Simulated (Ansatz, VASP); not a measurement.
KI in VASP and in Ansatz

```
K I
1.0
     0.00000    3.55917    3.53785
     3.55917    0.00000    3.53785
     3.55917    3.55917    0.00000
K I
1 1
Direct
  0.00000 0.00000 0.00000
  0.50000 0.50000 0.50000
```

Change from the starting cell: epitaxial_xy strain +0.4%.

Alike in both runs: task single point; functional PBE; k mesh 6 × 6 × 6; occupations fermi-dirac, width 0.02 eV; no spin polarisation.

|  | VASP | Ansatz |
| --- | --- | --- |
| version | VASP 6.6.1 | Ansatz 0.2.0 |
| potentials or method | VASP PAW PBE potentials, release 64 (K_sv, I) | plane waves, PAW |
| plane-wave cutoff (eV) | 520 | 420 |
| valence electrons in the cell | 16 | 26 |

```csv
,VASP,Ansatz,Ansatz less VASP
gap on the k mesh at the Fermi level (eV),3.92,3.93,+0.004
pressure (GPa),0.4,0.4,-0.03
"traceless stress, the component that is largest in VASP (GPa)",0.10,0.10,-0.001
```

VASP's potentials hold 16 valence electrons a cell and Ansatz's 26, so a difference there can come from the potentials and not from the codes.

Spin-orbit coupling is off throughout.
